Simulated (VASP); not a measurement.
Write the native input for VASP 6.6.1 that does the following.

- Task: single point
- Functional: PBE
- Potentials or basis: VASP PAW PBE potentials, release 64 (Na_pv, H)
- Cutoff: 520 eV
- k mesh: 8 × 8 × 8
- Occupations: gaussian, width 0.05 eV
- Spin: no spin polarisation
- Dipole correction: no
- Further INCAR settings: ALGO = Normal; EDIFF = 1e-06; NBANDS = 11

The structure of NaH lies in POSCAR:

```
NaH
1.0
    0.0000000000      2.4400000000      2.3790000000
    2.4400000000      0.0000000000      2.3790000000
    2.4400000000      2.4400000000      0.0000000000
Na H
1 1
Direct
    0.0000000000      0.0000000000      0.0000000000
    0.5000000000      0.5000000000      0.5000000000
```

This cell differs from its parent crystal: strain +0.000 along x and y, -0.025 along z.

These files were run (other wordings do the same):

INCAR

```
PREC = Accurate ; ENCUT = 520
EDIFF = 1E-6 ; ISMEAR = 0
SIGMA = 0.05 ; LREAL = False
LASPH = True ; NELM = 100
ALGO = Normal ; ISIF = 2
LWAVE = False ; LCHARG = False
GGA = PE ; NBANDS = 11
```

KPOINTS

```
Automatic mesh
0
Gamma
  8 8 8
```

Potentials or basis: VASP PAW PBE potentials, release 64 (Na_pv, H).

Launch:

```sh
$ cat potpaw_PBE.64/Na_pv/POTCAR potpaw_PBE.64/H/POTCAR > POTCAR
$ mpirun -np 1 vasp_std > vasp.out
```

Results of the run:

- Pressure: -0.1 GPa
- Band gap on the k mesh: 3.75 eV, indirect (least direct gap 4.61 eV)

Caveat: the cell differs from its parent crystal (strain +0.000 along x and y, -0.025 along z).

It took 12 s on 1 thread of Intel Xeon 6975P-C (shared host), peak memory 0.15 GiB.
